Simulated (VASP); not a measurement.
Runs of VASP 6.6.1 on AlN. The structure is that of space group Fm-3m (No. 225), or close to it. The cells are those of the table. 

```csv
level,cell,k mesh,grid for exact exchange (PRECFOCK),share of exact exchange,screening parameter,gap on the mesh (eV),pressure (GPa)
HSE06,"a = 2.877 Å, angles 60.0°, 2 atoms",8 × 8 × 8,Normal,0.25,0.2079 1/Å,5.77,-7.5
HSE06,"a = 2.934 Å, angles 60.0°, 2 atoms",6 × 6 × 6,Normal,0.25,0.2079 1/Å,5.18,-20.5
PBE0,"a = 2.877 Å, angles 60.0°, 2 atoms",8 × 8 × 8,Normal,0.25,-,(a),-7.5
PBE,"a = 2.877 Å, angles 60.0°, 2 atoms",8 × 8 × 8,-,-,-,(b),0.0
```

Alike in all rows: task single point; potentials or basis VASP PAW PBE potentials, release 64 (Al, N); no spin polarisation; cutoff (eV) 520; smearing fermi-dirac 0.05 eV.

**Question.** Fill in the values left out.

**Answer.** (a) 6.53; (b) 4.42.

Caveats: some runs use coarse meshes; the PAW data sets were made with another functional, which shifts forces and pressure a little (at least some runs); the cell stands under tension (at least some runs).

A k mesh can miss the band edges.
